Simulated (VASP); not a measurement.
# CaB3 (I4/mmm) in VASP: single point with PBE

Aim: the single point of CaB3 with PBE.

Everything below comes from runs of VASP 6.6.1. Logs are shortened: lines on timing, memory, paths and dates and some standing lists are left out, and cuts for length are marked.

## Step 1: The cell of the first run

It takes space group I4/mmm (No. 139, tetragonal). The conventional cell has a = 3.499 Å, b = 3.499 Å, c = 7.816 Å, α = 90.00°, β = 90.00°, γ = 90.00°. Ca (site symmetry 4/mmm) has 12 B at 2.47 to 2.62 Å within 3.3 Å. Within 3.3 Å of B (site symmetry 4/mmm) lie 4 Ca at 2.47 Å and 8 B at 2.62 Å. Within 3.3 Å of B (site symmetry -4m2) lie 8 B at 2.47 to 2.62 Å and 4 Ca at 2.62 Å.

## Step 2: Single point, PBE

File INCAR:

```
PREC = Accurate
ENCUT = 520
EDIFF = 1E-7
ISMEAR = 0
SIGMA = 0.1
LREAL = F
LASPH = T
NELM = 60
ALGO = Normal
ISIF = 2
LWAVE = F
LCHARG = F
GGA = PE
NBANDS = 18
```

File KPOINTS:

```
regular mesh
0
Gamma
  8 8 8
```

File POSCAR:

```
CaB3
1.0
   -1.7494337605      1.7494337605      3.9078260625
    1.7494337605     -1.7494337605      3.9078260625
    1.7494337605      1.7494337605     -3.9078260625
Ca B
1 3
Direct
    0.0000000000      0.0000000000      0.0000000000
    0.5000000000      0.5000000000      0.0000000000
    0.2500000000      0.7500000000      0.5000000000
    0.7500000000      0.2500000000      0.5000000000
```

Potentials or basis: VASP PAW PBE potentials, release 64 (Ca_sv, B).

Launch:

```
cat potpaw_PBE.64/Ca_sv/POTCAR potpaw_PBE.64/B/POTCAR > POTCAR
mpirun -np 1 vasp_std > vasp.out
```

OUTCAR:

```text
PREC = Accurate
   ENCUT = 520
   EDIFF = 1E-7
   ISMEAR = 0
   LREAL = F
   LASPH = T
   NELM = 60
   ISIF = 2
   GGA = PE

 ion  position               nearest neighbor table
   1  0.000  0.000  0.000-   2 2.47   2 2.47   2 2.47   2 2.47   4 2.62   3 2.62   4 2.62   3 2.62
                             4 2.62   4 2.62   3 2.62   3 2.62
   2  0.500  0.500  0.000-   1 2.47   1 2.47   1 2.47   1 2.47
   3  0.250  0.750  0.500-   1 2.62   1 2.62   1 2.62   1 2.62
   4  0.750  0.250  0.500-   1 2.62   1 2.62   1 2.62   1 2.62

  LATTYP: Found a body centered tetragonal cell.
 ALAT       =     3.4988675210
 C/A-ratio  =     2.2337662338

  Lattice vectors:

 A1 = (  -1.7494337605,   1.7494337605,   3.9078260625)
 A2 = (   1.7494337605,  -1.7494337605,   3.9078260625)
 A3 = (   1.7494337605,   1.7494337605,  -3.9078260625)

Analysis of symmetry for initial positions (statically):
=====================================================================
 Subroutine PRICEL returns:
 Original cell was already a primitive cell.

 Routine SETGRP: Setting up the symmetry group for a
 body centered tetragonal supercell.

 Subroutine GETGRP returns: Found 16 space group operations
 (whereof 16 operations were pure point group operations)
 out of a pool of 16 trial point group operations.

The static configuration has the point symmetry D_4h.

Analysis of symmetry for dynamics (positions and initial velocities):
=====================================================================
 Subroutine PRICEL returns:
 Original cell was already a primitive cell.

 Routine SETGRP: Setting up the symmetry group for a
 body centered tetragonal supercell.

 Subroutine GETGRP returns: Found 16 space group operations
 (whereof 16 operations were pure point group operations)
 out of a pool of 16 trial point group operations.

The dynamic configuration has the point symmetry D_4h.

 Subroutine INISYM returns: Found 16 space group operations
 (whereof 16 operations are pure point group operations),
 and found     1 'primitive' translations

----------------------------------------------------------------------------------------

                                     Primitive cell

  volume of cell :      47.8399

  direct lattice vectors                    reciprocal lattice vectors
    -1.749433761  1.749433761  3.907826062     0.000000000  0.285806763  0.127948376
     1.749433761 -1.749433761  3.907826062     0.285806763  0.000000000  0.127948376
     1.749433761  1.749433761 -3.907826062     0.285806763  0.285806763  0.000000000

  length of vectors
     4.625163943  4.625163943  4.625163943     0.313139414  0.313139414  0.404191800

  position of ions in fractional coordinates (direct lattice)
     0.000000000  0.000000000  0.000000000
     0.500000000  0.500000000  0.000000000
     0.250000000  0.750000000  0.500000000
     0.750000000  0.250000000  0.500000000

  ion indices of the primitive-cell ions
   primitive index   ion index
                 1           1
                 2           2
                 3           3
                 4           4

----------------------------------------------------------------------------------------

 KPOINTS: regular mesh

Automatic generation of k-mesh.
 Grid dimensions read from file:
 generate k-points for:    8    8    8

 Generating k-lattice:

  Cartesian coordinates                     Fractional coordinates (reciprocal lattice)
     0.000000000  0.035725845  0.015993547     0.125000000  0.000000000 -0.000000000
     0.035725845  0.000000000  0.015993547     0.000000000  0.125000000 -0.000000000
     0.035725845  0.035725845  0.000000000     0.000000000  0.000000000  0.125000000

  Length of vectors
     0.039142427  0.039142427  0.050523975

  Shift w.r.t. Gamma in fractional coordinates (k-lattice)
     0.000000000  0.000000000  0.000000000

 Subroutine IBZKPT returns following result:
 ===========================================

 Found     59 irreducible k-points:

 Following reciprocal coordinates:
            Coordinates               Weight
  0.000000  0.000000  0.000000      1.000000
  0.125000  0.000000 -0.000000      8.000000
  0.250000  0.000000 -0.000000      8.000000
  0.375000  0.000000 -0.000000      8.000000
  0.500000  0.000000 -0.000000      4.000000
  0.125000  0.125000 -0.000000      8.000000
[... 16 lines left out ...]
  0.250000  0.125000  0.125000     16.000000
  0.375000  0.125000  0.125000      8.000000
 [... further k-points ...]
   k-points           NKPTS =     59   k-points in BZ     NKDIM =     59   number of bands    NBANDS=     18
   number of dos      NEDOS =    301   number of ions     NIONS =      4
   total plane-waves  NPLWV =  46656
   dimension x,y,z NGX =    36 NGY =   36 NGZ =   36
   dimension x,y,z NGXF=    72 NGYF=   72 NGZF=   72
   ions per type =               1   3
   NGX,Y,Z   is equivalent  to a cutoff of  12.94, 12.94, 12.94 a.u.
   NGXF,Y,Z  is equivalent  to a cutoff of  25.88, 25.88, 25.88 a.u.
 SYSTEM =  unknown system
   PREC   = accura    normal or accurate (medium, high low for compatibility)
   ISTART =      0    job   : 0-new  1-cont  2-samecut
   ICHARG =      2    charge: 1-file 2-atom 10-const
   ISPIN  =      1    spin polarized calculation?
   LNONCOLLINEAR =      F non collinear calculations
   LSORBIT =      F    spin-orbit coupling
   LASPH  =      T    aspherical Exc in radial PAW
   ENCUT  =  520.0 eV  38.22 Ry    6.18 a.u.   8.60  8.60  8.60*2*pi/ulx,y,z
   NELM   =     60;   NELMIN=  2; NELMDL= -5     # of ELM steps
   EDIFF  = 0.1E-06   stopping-criterion for ELM
   LREAL  =      F    real-space projection
   EDIFFG = 0.1E-05   stopping-criterion for IOM
   NSW    =      0    number of steps for IOM
   IBRION =     -1    ionic relax: 0-MD 1-quasi-New 2-CG
   NFREE  =      0    steps in history (QN), initial steepest desc. (CG)
   ISIF   =      2    stress and relaxation
   ISYM   =      2    0-nonsym 1-usesym 2-fastsym
   POTIM  = 0.5000    time-step for ionic-motion
   TEBEG  =    0.0;   TEEND  =   0.0 temperature during run
   PSTRESS=    0.0 pullay stress
   NELECT =      19.0000    total number of electrons
   NUPDOWN=      -1.0000    fix difference up-down
   EMIN   =  10.00;   EMAX   =-10.00  energy-range for DOS
   EFERMI =   0.00;   METHOD = LEGACY
   ISMEAR =     0;   SIGMA  =   0.10  broadening in eV -4-tet -1-fermi 0-gaus
   EFERMI_NEDOS =   21; number of points for ismear=-14 and -15
   IALGO  =     38    algorithm
   IMIX   =      4    mixing-type and parameters
     AMIX     =   0.40;   BMIX     =  1.00
     AMIX_MAG =   1.60;   BMIX_MAG =  1.00
  volume/ion in A,a.u.               =      11.96        80.71
  Fermi-wavevector in a.u.,A,eV,Ry     =   1.203361  2.274023 19.702295  1.448078
  Thomas-Fermi vector in A             =   2.339117
   LORBIT       =      0    0 simple, 1 ext, 2 COOP (PROOUT), +10 PAW based schemes
   GGA     = PE    functional components
   LHFCALC =     F    Hartree Fock is set to
   AEXX    =    0.0000 exact exchange contribution
   IVDW    =     0    specifies the selected vdW correction
   LEPSILON=     F    determine dielectric tensor
   LRPA    =     F    only Hartree local field effects (RPA)
 non-spin polarized calculation
 Gauss-broadening in eV      SIGMA  =   0.10
  energy-cutoff  :      520.00
  volume of cell :       47.84
 maximum number of plane-waves:      1322
 NGX is ok and might be reduce to    36
   NGX = 17   NGY = 17   NGZ = 17

 number of electron      19.0000000 magnetization

 Free energy of the ion-electron system (eV)
  ---------------------------------------------------
  ext. energy  EPLUGINS =         0.00000000
  ---------------------------------------------------
  free energy    TOTEN  =       -15.31218944 eV

  energy without entropy =      -15.30285207  energy(sigma->0) =      -15.30752076

 E-fermi :   4.1130     XC(G=0): -10.9143

 val. band max:        4.0890312600   @ k =   0.2500   0.2500   0.1250
 cond. band min:       4.1158360111   @ k =  -0.2500   0.3750   0.2500
 fundamental gap:      0.0268047511
 Fermi energy:         4.1129881207

 k-point     1 :       0.0000    0.0000    0.0000
  band No.  band energies     occupation
      1     -34.0916      2.00000
      2     -15.3856      2.00000
      3     -15.1831      2.00000
      4     -15.1831      2.00000
      5      -6.1318      2.00000
      6       1.1037      2.00000
[... 10 lines left out ...]
     17      11.4029      0.00000
     18      12.4100      0.00000

 k-point     2 :       0.1250    0.0000   -0.0000
  band No.  band energies     occupation
      1     -34.0871      2.00000
      2     -15.3857      2.00000
      3     -15.2475      2.00000
      4     -15.1763      2.00000
      5      -5.8933      2.00000
      6       0.6417      2.00000
[... 10 lines left out ...]
     17      11.3679      0.00000
     18      12.8472      0.00000

 k-point     3 :       0.2500    0.0000   -0.0000
  band No.  band energies     occupation
      1     -34.0764      2.00000
      2     -15.4117      2.00000
      3     -15.3716      2.00000
      4     -15.1596      2.00000
      5      -5.2230      2.00000
      6      -0.4206      2.00000
[... 10 lines left out ...]
     17      12.1632      0.00000
     18      12.7138      0.00000

 k-point     4 :       0.3750    0.0000   -0.0000
  band No.  band energies     occupation
      1     -34.0655      2.00000
      2     -15.5483      2.00000
      3     -15.3776      2.00000
      4     -15.1428      2.00000
      5      -4.2278      2.00000
      6      -1.7325      2.00000
[... 10 lines left out ...]
     17      12.2911      0.00000
     18      12.6491      0.00000

 k-point     5 :       0.5000    0.0000   -0.0000
  band No.  band energies     occupation
      1     -34.0610      2.00000
      2     -15.6060      2.00000
      3     -15.3770      2.00000
      4     -15.1358      2.00000
      5      -3.0732      2.00000
      6      -2.9848      2.00000
[... 10 lines left out ...]
     17      12.5917      0.00000
     18      12.6998      0.00000

 k-point     6 :       0.1250    0.1250   -0.0000
  band No.  band energies     occupation
      1     -34.0825      2.00000
      2     -15.3940      2.00000
      3     -15.2470      2.00000
      4     -15.2333      2.00000
      5      -5.5879      2.00000
      6       0.0433      2.00000
[... 10 lines left out ...]
     17      11.3915      0.00000
     18      12.6045      0.00000

 k-point     7 :       0.2500    0.1250   -0.0000
  band No.  band energies     occupation
      1     -34.0717      2.00000
      2     -15.4146      2.00000
      3     -15.3685      2.00000
      4     -15.2213      2.00000
      5      -4.8826      2.00000
      6      -0.6616      2.00000
[... 10 lines left out ...]
     17      11.9786      0.00000
     18      12.3991      0.00000

 k-point     8 :       0.3750    0.1250   -0.0000
  band No.  band energies     occupation
      1     -34.0611      2.00000
      2     -15.5379      2.00000
      3     -15.3786      2.00000
      4     -15.2026      2.00000
      5      -3.8901      2.00000
      6      -1.7874      2.00000
[... 10 lines left out ...]
     17      12.2038      0.00000
     18      12.6889      0.00000
[... 229 lines left out ...]
     17      12.4191      0.00000
     18      12.9617      0.00000

 k-point    20 :      -0.3750    0.3750    0.0000
  band No.  band energies     occupation
      1     -34.0414      2.00000
      2     -15.4919      2.00000
      3     -15.4577      2.00000
      4     -15.3320      2.00000
      5      -3.2415      2.00000
      6      -0.5615      2.00000
[... 10 lines left out ...]
     17      12.3702      0.00000
     18      12.8386      0.00000

 k-point    21 :       0.5000    0.5000   -0.0000
  band No.  band energies     occupation
      1     -34.0327      2.00000
      2     -15.5309      2.00000
      3     -15.5040      2.00000
      4     -15.3245      2.00000
      5      -2.2282      2.00000
      6      -0.8443      2.00000
[... 10 lines left out ...]
     17      12.6130      0.00000
     18      12.7492      0.00000

 k-point    22 :       0.1250    0.1250    0.1250
  band No.  band energies     occupation
      1     -34.0619      2.00000
      2     -15.3922      2.00000
      3     -15.3507      2.00000
      4     -15.3481      2.00000
      5      -4.5512      2.00000
      6      -0.0115      2.00000
[... 10 lines left out ...]
     17      12.1331      0.00000
     18      12.5583      0.00000

 k-point    23 :       0.2500    0.1250    0.1250
  band No.  band energies     occupation
      1     -34.0513      2.00000
      2     -15.5073      2.00000
      3     -15.3566      2.00000
      4     -15.3365      2.00000
      5      -3.6526      2.00000
      6      -1.2550      2.00000
[... 10 lines left out ...]
     17      12.4013      0.00000
     18      12.9659      0.00000

 k-point    24 :       0.3750    0.1250    0.1250
  band No.  band energies     occupation
      1     -34.0469      2.00000
      2     -15.5623      2.00000
      3     -15.3507      2.00000
      4     -15.3311      2.00000
      5      -2.6822      2.00000
      6      -2.3713      2.00000
[... 10 lines left out ...]
     17      12.6157      0.00000
     18      13.0059      0.00000

 [... further k-points ...]
[... 5 lines left out ...]
  --------------------------------------------------------------------------------------
  -------------------------------------------------------------------------------------
  Total        1.2852164      1.2852164     -2.3814129      0.0000000     -0.0000000      0.0000000
  in kB       43.0424146     43.0424146    -79.7544742      0.0000000     -0.0000000      0.0000000
  external PRESSURE =       2.1101183 kB  Pullay stress =       0.0000000 kB

 VOLUME and BASIS-vectors are now :
 -----------------------------------------------------------------------------
  energy-cutoff  :      520.00
  volume of cell :       47.84
      direct lattice vectors                 reciprocal lattice vectors
    -1.749433761  1.749433761  3.907826062     0.000000000  0.285806763  0.127948376
     1.749433761 -1.749433761  3.907826062     0.285806763  0.000000000  0.127948376
     1.749433761  1.749433761 -3.907826062     0.285806763  0.285806763  0.000000000

 POSITION                                       TOTAL-FORCE (eV/Angst)
 -----------------------------------------------------------------------------------
      0.00000      0.00000      0.00000         0.000000      0.000000     -0.000000
      0.00000      0.00000      3.90783         0.000000      0.000000     -0.000000
      1.74943      0.00000      1.95391        -0.000000      0.000000     -0.000000
      0.00000      1.74943      1.95391         0.000000     -0.000000      0.000000
 -----------------------------------------------------------------------------------
    total drift:                               -0.000000      0.000000      0.000000

  FREE ENERGIE OF THE ION-ELECTRON SYSTEM (eV)
  ---------------------------------------------------
  free  energy   TOTEN  =       -15.3121894423 eV

  energy  without entropy=      -15.3028520697  energy(sigma->0) =      -15.30752076
```

Wall time 51 s (1 thread of Oxide Virtual Turin-like, shared host); peak memory 0.19 GiB.

Results:

```yaml
Free_energy: -15.3122 eV
Pressure: 0.2 GPa
Band_gap_on_the_k_mesh: zero (an odd number of electrons rules out a gap without spin polarisation)
```

Caveat: the stress differs along the axes, from -8 to 4 GPa; an odd number of electrons without spin polarisation forces a metal; a magnetic or distorted state may lie lower.

The gap in the log of VASP goes by the Fermi energy; the results here count the filled bands.